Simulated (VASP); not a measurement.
Set up this calculation in VASP 6.6.1, as the native input.

- Task: single point
- Functional: r2SCAN
- Potentials or basis: VASP PAW PBE potentials, release 64 (Ba_sv, Te)
- Cutoff: 520 eV
- k mesh: 6 × 6 × 6
- Occupations: gaussian, width 0.01 eV
- Spin: no spin polarisation
- Dipole correction: no
- Further INCAR settings: ALGO = Normal; EDIFF = 1e-07; NBANDS = 15

Crystal: BaTe.

```
CELL_PARAMETERS angstrom
0.00000 3.60166 3.60166
3.60166 0.00000 3.60166
3.60166 3.60166 0.00000
ATOMIC_POSITIONS crystal
Ba 0.00000 0.00000 0.00000
Te 0.50000 0.50000 0.50000
```

This cell differs from its parent crystal: volume changed by +6%.

One way to write it, as run:

POSCAR

```
BaTe
1.0
    0.0000000000      3.6016591405      3.6016591405
    3.6016591405      0.0000000000      3.6016591405
    3.6016591405      3.6016591405      0.0000000000
Ba Te
1 1
Direct
    0.0000000000      0.0000000000      0.0000000000
    0.5000000000      0.5000000000      0.5000000000
```

INCAR.step1

```
  ALGO = Normal
  EDIFF = 1E-4
  ENCUT = 520
  GGA = PE
  ISMEAR = 0
  LASPH = T
  LCHARG = F
  LREAL = F
  LWAVE = T
  NBANDS = 15
  NELM = 60
  PREC = Accurate
  SIGMA = 0.01
```

INCAR.step2

```
  ALGO = Normal
  EDIFF = 1E-7
  ENCUT = 520
  ISIF = 2
  ISMEAR = 0
  ISTART = 1
  LASPH = T
  LCHARG = F
  LMIXTAU = T
  LREAL = F
  LWAVE = F
  METAGGA = R2SCAN
  NBANDS = 15
  NELM = 60
  PREC = Accurate
  SIGMA = 0.01
```

KPOINTS

```
k-points
0
Gamma
  6 6 6
```

Potentials or basis: VASP PAW PBE potentials, release 64 (Ba_sv, Te).

The run is started by

```console
$ cat potpaw_PBE.64/Ba_sv/POTCAR potpaw_PBE.64/Te/POTCAR > POTCAR
$ cp INCAR.step1 INCAR
$ mpirun -np 1 vasp_std > vasp.out
$ cp INCAR.step2 INCAR
$ mpirun -np 1 vasp_std > vasp.out
```

It gave:

The pressure is -1.3 GPa and the band gap on the k mesh is 2.04 eV, indirect (least direct gap 2.42 eV).

Caveat: the PAW data sets were made with another functional, which shifts forces and pressure a little; spin-orbit coupling is left out, which moves the levels of the heavy elements.

Run time: 2.5 min on 1 thread of Intel Xeon 6975P-C (shared host), peak memory 0.27 GiB.
